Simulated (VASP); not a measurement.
NaBe5H, 7 atoms in the cell. Symmetry: P6/mmm, No. 191, hexagonal system. The conventional cell has a = 3.967 Å, b = 3.967 Å, c = 5.833 Å, α = 90.00°, β = 90.00°, γ = 120.00°. Within 2.5 Å of Na (site symmetry 6/mmm) lie 8 Be at 1.91 to 1.98 Å. Be (site symmetry mmm) has 4 Be at 1.98 Å and 2 Na at 1.98 Å within 2.6 Å. Within 1.4 Å of Be (site symmetry 6mm) lie 1 H at 1.01 Å. H (site symmetry 6/mmm) has 2 Be at 1.01 Å within 1.4 Å. The cell was built from a structure type or drawn by symmetry, and may not be a known phase.

| Property | Result |
| --- | --- |
| Program | VASP 6.6.1 |
| Task | relaxation of cell and atoms |
| Functional | PBE |
| Potentials or basis | VASP PAW PBE potentials, release 64 (Na_pv, Be, H) |
| Cutoff | 600 eV |
| k mesh | 6 × 6 × 4 |
| Occupations | gaussian, width 0.1 eV |
| Spin | no spin polarisation |
| Dipole correction | no |
| Further INCAR settings | ALGO = Normal; EDIFF = 1e-07; IBRION = 2; EDIFFG = -0.04; NSW = 90; ISIF = 3 |

Potentials or basis: VASP PAW PBE potentials, release 64 (Na_pv, Be, H).

Command:

```sh
$ cat potpaw_PBE.64/Na_pv/POTCAR potpaw_PBE.64/Be/POTCAR potpaw_PBE.64/H/POTCAR > POTCAR
$ mpirun -np 1 vasp_std > vasp.out
```

Hardware: 1 thread of Intel(R) Xeon(R) 6975P-C (Granite Rapids), with other jobs on the host.

Q: Estimate the wall time of this run.

A: Run time: 120 s on 1 thread of Intel(R) Xeon(R) 6975P-C (Granite Rapids) (shared host), peak memory 0.22 GiB. Counts: scf iterations 105, k points 21, ion steps 11.
